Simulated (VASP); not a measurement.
# BaTiO3 in VASP: further runs

BaTiO3 is run at these levels: PBE, r2SCAN; tasks: single point.

Everything below comes from runs of VASP 6.6.1. Logs are shortened: lines on timing, memory, paths and dates and some standing lists are left out, and cuts for length are marked.

## (1) The cell of the first run

It takes space group P4mm (No. 99, tetragonal). Conventional cell: a = 3.972 Å, b = 3.972 Å, c = 4.112 Å, α = 90.00°, β = 90.00°, γ = 90.00°. Ba (site symmetry 4mm) has 12 O at 2.79 to 2.92 Å and 8 Ti at 3.44 to 3.53 Å within 3.7 Å. Within 2.4 Å of Ti (site symmetry 4mm) lie 6 O at 1.82 to 2.29 Å. Within 2.4 Å of O (site symmetry 4mm) lie 2 Ti at 1.82 to 2.29 Å. Within 2.6 Å of O (site symmetry 2mm) lie 2 Ti at 1.99 Å.

## (2) Single point, PBE

Input file INCAR:

```
SYSTEM = BaTiO3
PREC = Accurate ; ENCUT = 520
EDIFF = 1E-6 ; ISMEAR = -1
SIGMA = 0.02 ; LREAL = .FALSE.
LASPH = .TRUE. ; NELM = 60
ALGO = Normal ; ISIF = 2
LWAVE = .FALSE. ; LCHARG = .FALSE.
GGA = PE ; NBANDS = 28
```

Input file KPOINTS:

```
Automatic mesh
0
G
  6 6 6
  0 0 0
```

Input file POSCAR:

```
BaTiO3
1.0
    3.9723652526      0.0000000000      0.0000000000
    0.0000000000      3.9723652526      0.0000000000
    0.0000000000      0.0000000000      4.1122285626
Ba Ti O
1 1 3
Direct
    0.0000000000      0.0000000000     -0.0043576161
    0.5000000000      0.5000000000      0.4775258081
    0.5000000000      0.5000000000      0.0345450385
    0.5000000000      0.0000000000      0.5176433848
    0.0000000000      0.5000000000      0.5176433848
```

Potentials or basis: VASP PAW PBE potentials, release 64 (Ba_sv, Ti_sv, O).

Launch:

```console
$ cat potpaw_PBE.64/Ba_sv/POTCAR potpaw_PBE.64/Ti_sv/POTCAR potpaw_PBE.64/O/POTCAR > POTCAR
$ mpirun -np 1 vasp_std > vasp.out
```

OUTCAR:

```text
SYSTEM = BaTiO3
   PREC = Accurate
   ENCUT = 520
   EDIFF = 1E-6
   ISMEAR = -1
   LREAL = .FALSE.
   LASPH = .TRUE.
   NELM = 60
   ISIF = 2
   GGA = PE

 ion  position               nearest neighbor table
   1  0.000  0.000  0.996-   4 2.79   5 2.79   5 2.79   4 2.79   3 2.81   3 2.81   3 2.81   3 2.81
                             4 2.92   5 2.92   5 2.92   4 2.92   2 3.44   2 3.44   2 3.44   2 3.44
   2  0.500  0.500  0.478-   3 1.82   4 1.99   5 1.99   4 1.99   5 1.99   3 2.29   1 3.44   1 3.44
                             1 3.44   1 3.44   1 3.53   1 3.53   1 3.53   1 3.53
   3  0.500  0.500  0.035-   2 1.82   2 2.29   1 2.81   1 2.81   1 2.81   1 2.81
   4  0.500  0.000  0.518-   2 1.99   2 1.99   1 2.79   1 2.79   1 2.92   1 2.92
   5  0.000  0.500  0.518-   2 1.99   2 1.99   1 2.79   1 2.79   1 2.92   1 2.92

  LATTYP: Found a simple tetragonal cell.
 ALAT       =     3.9723652526
 C/A-ratio  =     1.0352090760

  Lattice vectors:

 A1 = (   3.9723652526,   0.0000000000,   0.0000000000)
 A2 = (   0.0000000000,   3.9723652526,   0.0000000000)
 A3 = (   0.0000000000,   0.0000000000,   4.1122285626)

Analysis of symmetry for initial positions (statically):
=====================================================================
 Subroutine PRICEL returns:
 Original cell was already a primitive cell.

 Routine SETGRP: Setting up the symmetry group for a
 simple tetragonal supercell.

 Subroutine GETGRP returns: Found  8 space group operations
 (whereof  8 operations were pure point group operations)
 out of a pool of 16 trial point group operations.

The static configuration has the point symmetry C_4v.

Analysis of symmetry for dynamics (positions and initial velocities):
=====================================================================
 Subroutine PRICEL returns:
 Original cell was already a primitive cell.

 Routine SETGRP: Setting up the symmetry group for a
 simple tetragonal supercell.

 Subroutine GETGRP returns: Found  8 space group operations
 (whereof  8 operations were pure point group operations)
 out of a pool of 16 trial point group operations.

The dynamic configuration has the point symmetry C_4v.

 Subroutine INISYM returns: Found  8 space group operations
 (whereof  8 operations are pure point group operations),
 and found     1 'primitive' translations

----------------------------------------------------------------------------------------
[... 99 lines left out ...]
   EDIFF  = 0.1E-05   stopping-criterion for ELM
   LREAL  =      F    real-space projection
   EDIFFG = 0.1E-04   stopping-criterion for IOM
   NSW    =      0    number of steps for IOM
   IBRION =     -1    ionic relax: 0-MD 1-quasi-New 2-CG
   NFREE  =      0    steps in history (QN), initial steepest desc. (CG)
   ISIF   =      2    stress and relaxation
   ISYM   =      2    0-nonsym 1-usesym 2-fastsym
   POTIM  = 0.5000    time-step for ionic-motion
   TEBEG  =    0.0;   TEEND  =   0.0 temperature during run
   PSTRESS=    0.0 pullay stress
   NELECT =      40.0000    total number of electrons
   NUPDOWN=      -1.0000    fix difference up-down
   EMIN   =  10.00;   EMAX   =-10.00  energy-range for DOS
   EFERMI =   0.00;   METHOD = LEGACY
   ISMEAR =    -1;   SIGMA  =   0.02  broadening in eV -4-tet -1-fermi 0-gaus
   EFERMI_NEDOS =   21; number of points for ismear=-14 and -15
   IALGO  =     38    algorithm
   IMIX   =      4    mixing-type and parameters
     AMIX     =   0.40;   BMIX     =  1.00
     AMIX_MAG =   1.60;   BMIX_MAG =  1.00
  volume/ion in A,a.u.               =      12.98        87.58
  Fermi-wavevector in a.u.,A,eV,Ry     =   1.393273  2.632905 26.411770  1.941210
  Thomas-Fermi vector in A             =   2.516935
   LORBIT       =      0    0 simple, 1 ext, 2 COOP (PROOUT), +10 PAW based schemes
   GGA     = PE    functional components
   LHFCALC =     F    Hartree Fock is set to
   AEXX    =    0.0000 exact exchange contribution
   IVDW    =     0    specifies the selected vdW correction
   LEPSILON=     F    determine dielectric tensor
   LRPA    =     F    only Hartree local field effects (RPA)
 non-spin polarized calculation
  energy-cutoff  :      520.00
  volume of cell :       64.89
 maximum number of plane-waves:      1779
 NGX is ok and might be reduce to    30
   NGX = 15   NGY = 15   NGZ = 15

 number of electron      39.9999984 magnetization

 Free energy of the ion-electron system (eV)
  ---------------------------------------------------
  ext. energy  EPLUGINS =         0.00000000
  ---------------------------------------------------
  free energy    TOTEN  =       -40.00821006 eV

  energy without entropy =      -40.00821006  energy(sigma->0) =      -40.00821006

 E-fermi :   4.4411     XC(G=0): -11.1787

 val. band max:        3.8993583970   @ k =   0.5000   0.5000   0.5000
 cond. band min:       5.7083734711   @ k =   0.0000   0.0000   0.0000
 fundamental gap:      1.8090150741
 Fermi energy:         4.4411390711

 k-point     1 :       0.0000    0.0000    0.0000
  band No.  band energies     occupation
      1     -52.6742      2.00000
      2     -28.9913      2.00000
      3     -28.8836      2.00000
      4     -28.8836      2.00000
      5     -21.1463      2.00000
      6     -13.1211      2.00000
[... 733 lines left out ...]
     27      11.7991      0.00000
     28      13.0766      0.00000

 [... further k-points ...]

------------------------ aborting loop because EDIFF is reached ----------------------------------------

  FORCE on cell =-STRESS in cart. coord.  units (eV):
  Direction    XX          YY          ZZ          XY          YZ          ZX
  --------------------------------------------------------------------------------------
  -------------------------------------------------------------------------------------
  Total        1.9573499      1.9573499      2.0381011      0.0000000      0.0000000      0.0000000
  in kB       48.3285165     48.3285165     50.3223277      0.0000000      0.0000000      0.0000000
  external PRESSURE =      48.9931202 kB  Pullay stress =       0.0000000 kB

 VOLUME and BASIS-vectors are now :
 -----------------------------------------------------------------------------
  energy-cutoff  :      520.00
  volume of cell :       64.89
      direct lattice vectors                 reciprocal lattice vectors
     3.972365253  0.000000000  0.000000000     0.251739187  0.000000000  0.000000000
     0.000000000  3.972365253  0.000000000     0.000000000  0.251739187  0.000000000
     0.000000000  0.000000000  4.112228563     0.000000000  0.000000000  0.243177145

 POSITION                                       TOTAL-FORCE (eV/Angst)
 -----------------------------------------------------------------------------------
      0.00000      0.00000      4.09431        -0.000000     -0.000000      0.018543
      1.98618      1.98618      1.96370        -0.000000      0.000000      0.132649
      1.98618      1.98618      0.14206        -0.000000     -0.000000     -0.199654
      1.98618      0.00000      2.12867         0.000000     -0.000000      0.024231
      0.00000      1.98618      2.12867         0.000000     -0.000000      0.024231
 -----------------------------------------------------------------------------------
    total drift:                                0.000000      0.000000      0.000032

  FREE ENERGIE OF THE ION-ELECTRON SYSTEM (eV)
  ---------------------------------------------------
  free  energy   TOTEN  =       -40.0082100562 eV

  energy  without entropy=      -40.0082100562  energy(sigma->0) =      -40.00821006
```

OSZICAR:

```text
N       E                     dE             d eps       ncg     rms          rms(c)
DAV:   1     0.439569605484E+03    0.43957E+03   -0.20822E+04  2240   0.154E+03
DAV:   2    -0.126278672336E+01   -0.44083E+03   -0.41771E+03  2612   0.429E+02
DAV:   3    -0.484008686046E+02   -0.47138E+02   -0.46724E+02  3112   0.137E+02
DAV:   4    -0.506193632322E+02   -0.22185E+01   -0.22141E+01  3384   0.256E+01
DAV:   5    -0.506830819215E+02   -0.63719E-01   -0.63707E-01  3012   0.344E+00    0.236E+01
DAV:   6    -0.402037725376E+02    0.10479E+02   -0.55814E+01  3256   0.678E+01    0.101E+01
DAV:   7    -0.401778152455E+02    0.25957E-01   -0.10837E+01  2996   0.243E+01    0.710E+00
DAV:   8    -0.399990438171E+02    0.17877E+00   -0.61144E-01  2756   0.730E+00    0.360E+00
DAV:   9    -0.400330224292E+02   -0.33979E-01   -0.33919E-01  3212   0.502E+00    0.152E+00
DAV:  10    -0.400111578509E+02    0.21865E-01   -0.12547E-01  2664   0.368E+00    0.519E-01
DAV:  11    -0.400086269856E+02    0.25309E-02   -0.11050E-02  3264   0.761E-01    0.188E-01
DAV:  12    -0.400082102762E+02    0.41671E-03   -0.18190E-03  2716   0.317E-01    0.372E-02
DAV:  13    -0.400082157617E+02   -0.54855E-05   -0.15743E-04  2828   0.107E-01    0.216E-02
DAV:  14    -0.400082109577E+02    0.48040E-05   -0.46490E-05  3328   0.526E-02    0.152E-02
DAV:  15    -0.400082109090E+02    0.48757E-07   -0.19370E-05  3180   0.424E-02    0.774E-03
DAV:  16    -0.400082100562E+02    0.85279E-06   -0.25760E-06  1940   0.159E-02
   1 F= -.40008210E+02 E0= -.40008210E+02  d E =-.178726E-13
```

Run time: 32 s. Hardware: 1 thread of Intel Xeon 6975P-C (Granite Rapids), shared host; peak memory 0.22 GiB.

What came out:

```
Free energy            : -40.0082 eV
Pressure               : 4.9 GPa
Largest force          : 0.200 eV/Å
Band gap on the k mesh : 1.81 eV, indirect (least direct gap 2.30 eV)
```

Forces on the atoms (eV/Å):
```
Ba   0.000  0.000  0.019
Ti   0.000  0.000  0.133
O    0.000  0.000 -0.200
O    0.000  0.000  0.024
O    0.000  0.000  0.024
```

Levels at points of the mesh, in eV from the valence-band top:
| k point | band 17 | band 18 | band 19 | band 20 | band 21 | band 22 | band 23 | band 24 |
| --- | --- | --- | --- | --- | --- | --- | --- | --- |
| (0.00, 0.00, 0.00) | -1.28 | -0.71 | -0.49 | -0.49 | 1.81 | 2.31 | 2.31 | 4.09 |
| (0.50, 0.00, 0.00) | -1.95 | -1.72 | -1.38 | -1.17 | 2.41 | 3.52 | 3.60 | 4.15 |
| (0.50, 0.50, 0.00) | -1.95 | -1.11 | -1.11 | -0.07 | 3.64 | 3.64 | 3.99 | 4.41 |
| (0.00, 0.00, 0.50) | -2.04 | -2.02 | -0.73 | -0.73 | 1.95 | 3.53 | 3.53 | 4.08 |
| (0.50, 0.00, 0.50) | -1.81 | -1.08 | -1.02 | -0.41 | 3.54 | 3.56 | 3.86 | 4.90 |
| (0.50, 0.50, 0.50) | -2.58 | -0.33 | -0.33 | 0.00 | 4.11 | 4.11 | 4.19 | 6.23 |

Caveat: spin-orbit coupling is left out, which moves the levels of the heavy elements.

## (3) Single point, PBE (uniaxial y strain -2.7%)

Input file INCAR:

```
  ALGO = Normal
  EDIFF = 1E-7
  ENCUT = 520
  GGA = PE
  ISIF = 2
  ISMEAR = -1
  LASPH = T
  LCHARG = F
  LREAL = F
  LWAVE = F
  NBANDS = 28
  NELM = 80
  PREC = Accurate
  SIGMA = 0.02
```

Input file KPOINTS:

```
k-points
0
Gamma
  6 6 6
```

Input file POSCAR:

```
BaTiO3
1.0
    3.9723652526      0.0000000000      0.0000000000
    0.0000000000      3.8635224447      0.0000000000
    0.0000000000      0.0000000000      4.1122285626
Ba Ti O
1 1 3
Direct
    0.0000000000      0.0000000000     -0.0042443875
    0.5000000000      0.5000000000      0.4775007454
    0.5000000000      0.5000000000      0.0330780829
    0.5000000000      0.0000000000      0.5223765580
    0.0000000000      0.5000000000      0.5142890013
```

Potentials or basis: VASP PAW PBE potentials, release 64 (Ba_sv, Ti_sv, O).

Launch:

```console
$ cat potpaw_PBE.64/Ba_sv/POTCAR potpaw_PBE.64/Ti_sv/POTCAR potpaw_PBE.64/O/POTCAR > POTCAR
$ mpirun -np 1 vasp_std > vasp.out
```

Run time: 53 s. Hardware: 1 thread of Intel Xeon 6975P-C (Granite Rapids), shared host; peak memory 0.25 GiB.

The run converged. Its results:

* Free energy: -39.9043 eV
* Pressure: 10.2 GPa
* Largest force: 0.187 eV/Å
* Band gap on the k mesh: 1.86 eV, indirect (least direct gap 2.35 eV)

Forces on the atoms (eV/Å):
```
Ba   0.000  0.000  0.021
Ti   0.000  0.000  0.113
O    0.000  0.000 -0.187
O    0.000  0.000  0.031
O    0.000  0.000  0.022
```

Stress tensor (GPa, compression positive):
```
 8.39  0.00  0.00
 0.00 14.16  0.00
 0.00  0.00  7.90
```

Levels at points of the mesh, in eV from the valence-band top:
```
           k point  band 16  band 17  band 18  band 19  band 20  band 21  band 22  band 23  band 24  band 25
(0.00, 0.00, 0.00)    -1.55    -1.39    -0.71    -0.52    -0.49     1.86     2.25     2.45     4.23     4.44
(0.50, 0.00, 0.00)    -2.14    -1.91    -1.71    -1.47    -1.19     2.55     3.57     3.63     4.36     6.01
(0.00, 0.50, 0.00)    -2.22    -2.13    -1.88    -1.36    -1.19     2.39     3.77     3.85     4.18     6.00
(0.50, 0.50, 0.00)    -3.05    -1.95    -1.05    -1.04    -0.08     3.67     3.88     4.17     4.49     7.77
(0.00, 0.00, 0.50)    -2.09    -2.07    -2.05    -0.75    -0.73     2.00     3.53     3.61     4.30     6.21
(0.50, 0.00, 0.50)    -2.69    -1.80    -1.26    -1.19    -0.49     3.60     3.63     3.89     5.31     7.47
(0.00, 0.50, 0.50)    -2.97    -1.82    -1.03    -0.97    -0.44     3.55     3.82     4.02     5.00     7.59
(0.50, 0.50, 0.50)    -2.65    -2.41    -0.39    -0.35     0.00     4.18     4.27     4.38     6.36     6.55
```

Caveat: the cell differs from its parent crystal (uniaxial y strain -2.7%); spin-orbit coupling is left out, which moves the levels of the heavy elements. A k mesh can miss the band edges.

(Continued in part 2 of 2.)
